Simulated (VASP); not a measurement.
A run of VASP 6.6.1 is set up as follows.

File INCAR:

```
PREC = Accurate
ENCUT = 600
EDIFF = 1E-8
ISMEAR = 0
SIGMA = 0.01
LREAL = False
LASPH = True
NELM = 120
ALGO = Normal
ISIF = 2
LWAVE = False
LCHARG = False
NBANDS = 11
IBRION = 8
NSW = 1
LEPSILON = True
GGA_COMPAT = False
```

Contents of KPOINTS:

```
regular mesh
0
Gamma
  8 8 8
```

The input POSCAR:

```
AlN
1.0
    0.0000000000      2.0054656061      2.0054656061
    2.0054656061      0.0000000000      2.0054656061
    2.0054656061      2.0054656061      0.0000000000
Al N
1 1
Direct
    0.5000000000      0.5000000000      0.5000000000
    0.0000000000      0.0000000000      0.0000000000
```

Potentials or basis: VASP PAW LDA potentials, release 64 (Al, N).

Command:

```console
$ cat potpaw_LDA.64/Al/POTCAR potpaw_LDA.64/N/POTCAR > POTCAR
$ mpirun -np 1 vasp_std > vasp.out
```

(1) What does it give for the electronic dielectric tensor (diagonal)?

(2) Predict the Born charges (mean of the diagonal).

(3) Estimate the highest phonon frequency at Γ, LO-TO splitting left out.

## Answers

(1) 5.06.

(2) Al +2.94; N -2.94 e.

(3) 485 cm⁻¹.
